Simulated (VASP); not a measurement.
# ZnO (P6_3/mmc) in VASP: further runs

The runs below take ZnO through single point, with LDA, PBEsol.

Program: VASP 6.6.1. These are calculated values, not measurements. Logs are shortened: lines on timing, memory, paths and dates and some standing lists are left out, and cuts for length are marked.

## (1) The cell of the first run

The structure is hexagonal, space group P6_3/mmc (No. 194). Conventional cell: a = 3.221 Å, b = 3.221 Å, c = 6.985 Å, α = 90.00°, β = 90.00°, γ = 120.00°. Within 2.5 Å of Zn (site symmetry -6m2) lie 3 O at 1.86 Å. O (site symmetry -6m2) has 3 Zn at 1.86 Å within 2.5 Å.

## (2) Single point, LDA

Contents of INCAR:

```
SYSTEM = ZnO
  PREC = Accurate
  ENCUT = 520
  EDIFF = 1E-6
  ISMEAR = -1
  SIGMA = 0.05
  LREAL = .False.
  LASPH = .True.
  NELM = 80
  ALGO = Normal
  ISIF = 2
  LWAVE = .False.
  LCHARG = .False.
  GGA = CA
  NBANDS = 26
```

Contents of KPOINTS:

```
regular mesh
0
Gamma
  9 9 4
  0 0 0
```

Contents of POSCAR:

```
ZnO
1.0
    3.2208469546      0.0000000000      0.0000000000
   -1.6104234772      2.7893352843      0.0000000000
    0.0000000000      0.0000000000      6.9848812955
Zn O
2 2
Direct
    0.0000000000      0.0000000000      0.2500000000
    0.0000000000      0.0000000000      0.7500000000
    0.6666666667      0.3333333333      0.7500000000
    0.3333333333      0.6666666667      0.2500000000
```

Potentials or basis: VASP PAW LDA potentials, release 64 (Zn, O).

Launch:

```bash
> cat potpaw_LDA.64/Zn/POTCAR potpaw_LDA.64/O/POTCAR > POTCAR
> mpirun -np 1 vasp_std > vasp.out
```

OUTCAR:

```text
SYSTEM = ZnO
   PREC = Accurate
   ENCUT = 520
   EDIFF = 1E-6
   ISMEAR = -1
   LREAL = .False.
   LASPH = .True.
   NELM = 80
   ISIF = 2
   GGA = CA

 ion  position               nearest neighbor table
   1  0.000  0.000  0.250-   4 1.86   4 1.86   4 1.86
   2  0.000  0.000  0.750-   3 1.86   3 1.86   3 1.86
   3  0.667  0.333  0.750-   2 1.86   2 1.86   2 1.86
   4  0.333  0.667  0.250-   1 1.86   1 1.86   1 1.86

  LATTYP: Found a hexagonal cell.
 ALAT       =     3.2208469546
 C/A-ratio  =     2.1686473757

  Lattice vectors:

 A1 = (   3.2208469546,   0.0000000000,   0.0000000000)
 A2 = (  -1.6104234772,   2.7893352843,   0.0000000000)
 A3 = (   0.0000000000,   0.0000000000,   6.9848812955)

Analysis of symmetry for initial positions (statically):
=====================================================================
 Subroutine PRICEL returns:
 Original cell was already a primitive cell.

 Routine SETGRP: Setting up the symmetry group for a
 hexagonal supercell.

 Subroutine GETGRP returns: Found 24 space group operations
 (whereof 12 operations were pure point group operations)
 out of a pool of 24 trial point group operations.

The static configuration has the point symmetry D_3d.
 The point group associated with its full space group is D_6h.

Analysis of symmetry for dynamics (positions and initial velocities):
=====================================================================
 Subroutine PRICEL returns:
 Original cell was already a primitive cell.

 Routine SETGRP: Setting up the symmetry group for a
 hexagonal supercell.

 Subroutine GETGRP returns: Found 24 space group operations
 (whereof 12 operations were pure point group operations)
 out of a pool of 24 trial point group operations.

The dynamic configuration has the point symmetry D_3d.
 The point group associated with its full space group is D_6h.

 Subroutine INISYM returns: Found 24 space group operations
 (whereof 12 operations are pure point group operations),
 and found     1 'primitive' translations

----------------------------------------------------------------------------------------

                                     Primitive cell

  volume of cell :      62.7523

  direct lattice vectors                    reciprocal lattice vectors
[... 81 lines left out ...]
 SYSTEM =  ZnO
   PREC   = accura    normal or accurate (medium, high low for compatibility)
   ISTART =      0    job   : 0-new  1-cont  2-samecut
   ICHARG =      2    charge: 1-file 2-atom 10-const
   ISPIN  =      1    spin polarized calculation?
   LNONCOLLINEAR =      F non collinear calculations
   LSORBIT =      F    spin-orbit coupling
   LASPH  =      T    aspherical Exc in radial PAW
   ENCUT  =  520.0 eV  38.22 Ry    6.18 a.u.   5.99  5.99 12.99*2*pi/ulx,y,z
   NELM   =     80;   NELMIN=  2; NELMDL= -5     # of ELM steps
   EDIFF  = 0.1E-05   stopping-criterion for ELM
   LREAL  =      F    real-space projection
   EDIFFG = 0.1E-04   stopping-criterion for IOM
   NSW    =      0    number of steps for IOM
   IBRION =     -1    ionic relax: 0-MD 1-quasi-New 2-CG
   NFREE  =      0    steps in history (QN), initial steepest desc. (CG)
   ISIF   =      2    stress and relaxation
   ISYM   =      2    0-nonsym 1-usesym 2-fastsym
   POTIM  = 0.5000    time-step for ionic-motion
   TEBEG  =    0.0;   TEEND  =   0.0 temperature during run
   PSTRESS=    0.0 pullay stress
   NELECT =      36.0000    total number of electrons
   NUPDOWN=      -1.0000    fix difference up-down
   EMIN   =  10.00;   EMAX   =-10.00  energy-range for DOS
   EFERMI =   0.00;   METHOD = LEGACY
   ISMEAR =    -1;   SIGMA  =   0.05  broadening in eV -4-tet -1-fermi 0-gaus
   EFERMI_NEDOS =   21; number of points for ismear=-14 and -15
   IALGO  =     38    algorithm
   IMIX   =      4    mixing-type and parameters
     AMIX     =   0.40;   BMIX     =  1.00
     AMIX_MAG =   1.60;   BMIX_MAG =  1.00
  volume/ion in A,a.u.               =      15.69       105.87
  Fermi-wavevector in a.u.,A,eV,Ry     =   1.360293  2.570581 25.176171  1.850396
  Thomas-Fermi vector in A             =   2.486967
   LORBIT       =      0    0 simple, 1 ext, 2 COOP (PROOUT), +10 PAW based schemes
   GGA     = CA    functional components
   LHFCALC =     F    Hartree Fock is set to
   AEXX    =    0.0000 exact exchange contribution
   IVDW    =     0    specifies the selected vdW correction
   LEPSILON=     F    determine dielectric tensor
   LRPA    =     F    only Hartree local field effects (RPA)
 non-spin polarized calculation
  energy-cutoff  :      520.00
  volume of cell :       62.75
 maximum number of plane-waves:      1710
 NGX is ok and might be reduce to    24
   NGX = 11   NGY = 11   NGZ = 25

 number of electron      36.0000011 magnetization

 Free energy of the ion-electron system (eV)
  ---------------------------------------------------
  ext. energy  EPLUGINS =         0.00000000
  ---------------------------------------------------
  free energy    TOTEN  =       -19.87811599 eV

  energy without entropy =      -19.87810552  energy(sigma->0) =      -19.87811076

 E-fermi :  -0.2082     XC(G=0):  -9.8044

 val. band max:       -0.6554709625   @ k =   0.0000   0.0000   0.0000
 cond. band min:       0.1038649306   @ k =   0.0000   0.0000   0.0000
 fundamental gap:      0.7593358931
 Fermi energy:        -0.2081802139

 k-point     1 :       0.0000    0.0000    0.0000
  band No.  band energies     occupation
      1     -18.2845      2.00000
      2     -18.1806      2.00000
      3      -7.1990      2.00000
      4      -7.1990      2.00000
      5      -7.1819      2.00000
      6      -7.1819      2.00000
[... 685 lines left out ...]
     25       9.0154      0.00000
     26       9.8311      0.00000

 [... further k-points ...]
[... 5 lines left out ...]
  --------------------------------------------------------------------------------------
  -------------------------------------------------------------------------------------
  Total       -0.7072559     -0.7072559     -0.7476721     -0.0000000      0.0000000      0.0000000
  in kB      -18.0574882    -18.0574882    -19.0893834     -0.0000000      0.0000000      0.0000000
  external PRESSURE =     -18.4014533 kB  Pullay stress =       0.0000000 kB

 VOLUME and BASIS-vectors are now :
 -----------------------------------------------------------------------------
  energy-cutoff  :      520.00
  volume of cell :       62.75
      direct lattice vectors                 reciprocal lattice vectors
     3.220846955  0.000000000  0.000000000     0.310477342  0.179254177  0.000000000
    -1.610423477  2.789335284  0.000000000     0.000000000  0.358508353  0.000000000
     0.000000000  0.000000000  6.984881296     0.000000000  0.000000000  0.143166356

 POSITION                                       TOTAL-FORCE (eV/Angst)
 -----------------------------------------------------------------------------------
      0.00000      0.00000      1.74622         0.000000      0.000000     -0.000000
      0.00000      0.00000      5.23866         0.000000     -0.000000     -0.000000
      1.61042      0.92978      5.23866        -0.000000      0.000000     -0.000000
     -0.00000      1.85956      1.74622         0.000000      0.000000      0.000000
 -----------------------------------------------------------------------------------
    total drift:                               -0.000000      0.000000      0.000000

  FREE ENERGIE OF THE ION-ELECTRON SYSTEM (eV)
  ---------------------------------------------------
  free  energy   TOTEN  =       -19.8781159943 eV

  energy  without entropy=      -19.8781055165  energy(sigma->0) =      -19.87811076
```

It took 38 s on 1 thread of Intel Xeon 6975P-C, shared host; peak memory 0.18 GiB.

What came out:

| Property | Result |
| --- | --- |
| Free energy | -19.8781 eV |
| Pressure | -1.8 GPa |
| Band gap on the k mesh | 0.76 eV, direct |

Stress tensor (GPa, compression positive):
```
-1.81  0.00  0.00
 0.00 -1.81  0.00
 0.00  0.00 -1.91
```

A k mesh can miss the band edges. A hybrid or GW would open this gap; LDA tends to underestimate it.

## (3) Single point, PBEsol

Contents of INCAR:

```
PREC = Accurate ; ENCUT = 520
EDIFF = 1E-6 ; ISMEAR = -1
SIGMA = 0.05 ; LREAL = False
LASPH = True ; NELM = 80
ALGO = Normal ; ISIF = 2
LWAVE = False ; LCHARG = True
GGA = PS ; LELF = True
LVHAR = True ; NBANDS = 26
```

Contents of KPOINTS:

```
regular mesh
0
Gamma
  9 9 4
```

POSCAR is that of step 2.

Potentials or basis: VASP PAW PBE potentials, release 64 (Zn, O).

Launch:

```bash
> cat potpaw_PBE.64/Zn/POTCAR potpaw_PBE.64/O/POTCAR > POTCAR
> mpirun -np 1 vasp_std > vasp.out
```

It took 48 s on 1 thread of Intel Xeon 6975P-C, shared host; peak memory 0.2 GiB.

The run converged. Its results:

```yaml
Free_energy: -18.2924 eV
Pressure: 2.1 GPa
Band_gap_on_the_k_mesh: 0.74 eV, direct
```

Stress tensor (GPa, compression positive):
```
 3.61  0.00  0.00
 0.00  3.61  0.00
 0.00  0.00 -0.85
```

Levels at points of the mesh, in eV from the valence-band top:
```
           k point  band 14  band 15  band 16  band 17  band 18  band 19  band 20  band 21  band 22  band 23
(0.00, 0.00, 0.00)    -2.09    -0.01    -0.01     0.00     0.00     0.74     3.52     5.06    11.15    11.17
(0.00, 0.00, 0.50)    -2.96    -0.01    -0.01    -0.01    -0.01     1.93     1.93     7.30     7.30    13.38
```

Caveat: the PAW data sets were made with another functional, which shifts forces and pressure a little. A k mesh can miss the band edges.

## (4) Single point, LDA

This run uses another cell than the first one, of 16.02 Å³/atom, 1.021 times its volume.

Contents of INCAR:

```
SYSTEM = ZnO
PREC = Accurate
ENCUT = 520
EDIFF = 1E-6
ISMEAR = -1
SIGMA = 0.05
LREAL = .False.
LASPH = .True.
NELM = 100
ALGO = Normal
ISIF = 2
LWAVE = .False.
LCHARG = .False.
NBANDS = 26
```

Contents of KPOINTS:

```
Automatic mesh
0
Gamma
  9 9 4
  0 0 0
```

Contents of POSCAR:

```
ZnO
1.0
    3.2435297227      0.0000000000      0.0000000000
   -1.6217648613      2.8089791378      0.0000000000
    0.0000000000      0.0000000000      7.0340722211
Zn O
2 2
Direct
    0.0000000000      0.0000000000      0.2500000000
    0.0000000000      0.0000000000      0.7500000000
    0.6666666667      0.3333333333      0.7500000000
    0.3333333333      0.6666666667      0.2500000000
```

Potentials or basis: VASP PAW LDA potentials, release 64 (Zn, O).

Launch:

```bash
> cat potpaw_LDA.64/Zn/POTCAR potpaw_LDA.64/O/POTCAR > POTCAR
> mpirun -np 1 vasp_std > vasp.out
```

OUTCAR:

```text
SYSTEM = ZnO
   PREC = Accurate
   ENCUT = 520
   EDIFF = 1E-6
   ISMEAR = -1
   LREAL = .False.
   LASPH = .True.
   NELM = 100
   ISIF = 2

 ion  position               nearest neighbor table
   1  0.000  0.000  0.250-   4 1.87   4 1.87   4 1.87
   2  0.000  0.000  0.750-   3 1.87   3 1.87   3 1.87
   3  0.667  0.333  0.750-   2 1.87   2 1.87   2 1.87
   4  0.333  0.667  0.250-   1 1.87   1 1.87   1 1.87

  LATTYP: Found a hexagonal cell.
 ALAT       =     3.2435297227
 C/A-ratio  =     2.1686473757

  Lattice vectors:

 A1 = (   3.2435297227,   0.0000000000,   0.0000000000)
 A2 = (  -1.6217648613,   2.8089791378,   0.0000000000)
 A3 = (   0.0000000000,   0.0000000000,   7.0340722211)

Analysis of symmetry for initial positions (statically):
=====================================================================
 Subroutine PRICEL returns:
 Original cell was already a primitive cell.

 Routine SETGRP: Setting up the symmetry group for a
 hexagonal supercell.

 Subroutine GETGRP returns: Found 24 space group operations
 (whereof 12 operations were pure point group operations)
[... 163 lines left out ...]
  ext. energy  EPLUGINS =         0.00000000
  ---------------------------------------------------
  free energy    TOTEN  =       -19.85486350 eV

  energy without entropy =      -19.85485302  energy(sigma->0) =      -19.85485826

 E-fermi :  -0.3815     XC(G=0):  -9.7052

 val. band max:       -0.8294677954   @ k =   0.0000   0.0000   0.0000
 cond. band min:      -0.0694615392   @ k =   0.0000   0.0000   0.0000
 fundamental gap:      0.7600062562
 Fermi energy:        -0.3815498742

 k-point     1 :       0.0000    0.0000    0.0000
  band No.  band energies     occupation
      1     -18.2866      2.00000
      2     -18.1887      2.00000
      3      -7.2402      2.00000
      4      -7.2402      2.00000
      5      -7.2239      2.00000
      6      -7.2239      2.00000
[... 685 lines left out ...]
     25       8.8314      0.00000
     26       9.5513      0.00000

 [... further k-points ...]
[... 5 lines left out ...]
  --------------------------------------------------------------------------------------
  -------------------------------------------------------------------------------------
  Total       -1.9774693     -1.9774693     -0.7513240     -0.0000000     -0.0000000      0.0000000
  in kB      -49.4364319    -49.4364319    -18.7829852     -0.0000000     -0.0000000      0.0000000
  external PRESSURE =     -39.2186163 kB  Pullay stress =       0.0000000 kB

 VOLUME and BASIS-vectors are now :
 -----------------------------------------------------------------------------
  energy-cutoff  :      520.00
  volume of cell :       64.09
      direct lattice vectors                 reciprocal lattice vectors
     3.243529723  0.000000000  0.000000000     0.308306100  0.178000610  0.000000000
    -1.621764861  2.808979138  0.000000000     0.000000000  0.356001220  0.000000000
     0.000000000  0.000000000  7.034072221     0.000000000  0.000000000  0.142165160

 POSITION                                       TOTAL-FORCE (eV/Angst)
 -----------------------------------------------------------------------------------
      0.00000      0.00000      1.75852         0.000000     -0.000000      0.000000
      0.00000      0.00000      5.27555         0.000000     -0.000000      0.000000
      1.62176      0.93633      5.27555        -0.000000     -0.000000     -0.000000
     -0.00000      1.87265      1.75852        -0.000000      0.000000     -0.000000
 -----------------------------------------------------------------------------------
    total drift:                               -0.000000      0.000000      0.000000

  FREE ENERGIE OF THE ION-ELECTRON SYSTEM (eV)
  ---------------------------------------------------
  free  energy   TOTEN  =       -19.8548635028 eV

  energy  without entropy=      -19.8548530188  energy(sigma->0) =      -19.85485826
```

stdout:

```text
POSCAR found type information on POSCAR ZnO
 POSCAR found :  2 types and       4 ions
 scaLAPACK will be used
 LDA part: xc-table for (Slater(with rela. corr.)+CA(PZ))
 , standard interpolation
 POSCAR, INCAR and KPOINTS ok, starting setup
 FFT: planning ... GRIDC
 FFT: planning ... GRID_SOFT
 FFT: planning ... GRID
 WAVECAR not read
 entering main loop
```

Run time: 44 s. Hardware: 1 thread of Intel Xeon 6975P-C, shared host; peak memory 0.18 GiB.

Results:

| Item | Value |
| --- | --- |
| Free energy | -19.8549 eV |
| Pressure | -3.9 GPa |
| Band gap on the k mesh | 0.76 eV, direct |

Levels at points of the mesh, in eV from the valence-band top:
```csv
k point,band 15,band 16,band 17,band 18,band 19,band 20,band 21,band 22
"(0.00, 0.00, 0.00)",-0.01,-0.01,0.00,0.00,0.76,3.46,5.05,11.00
"(0.00, 0.00, 0.50)",0.00,0.00,0.00,0.00,1.93,1.93,7.23,7.23
```

## (5) Summary

| level | potentials or basis | cell | gap on the mesh (eV) | pressure (GPa) |
| --- | --- | --- | --- | --- |
| LDA | VASP PAW LDA potentials, release 64 (Zn, O) | a = 3.221, b = 3.221, c = 6.985 Å, angles 90.0, 90.0, 120.0°, 4 atoms | 0.76 | -1.8 |
| PBEsol | VASP PAW PBE potentials, release 64 (Zn, O) | a = 3.221, b = 3.221, c = 6.985 Å, angles 90.0, 90.0, 120.0°, 4 atoms | 0.74 | 2.1 |
| LDA | VASP PAW LDA potentials, release 64 (Zn, O) | a = 3.244, b = 3.244, c = 7.034 Å, angles 90.0, 90.0, 120.0°, 4 atoms | 0.76 | -3.9 |

Alike in all rows: task single point; no spin polarisation; k mesh 9 × 9 × 4; cutoff (eV) 520; smearing fermi-dirac 0.05 eV.

Caveats: the PAW data sets were made with another functional, which shifts forces and pressure a little (some runs).

Absolute energies hang on the potentials; compare differences alone.
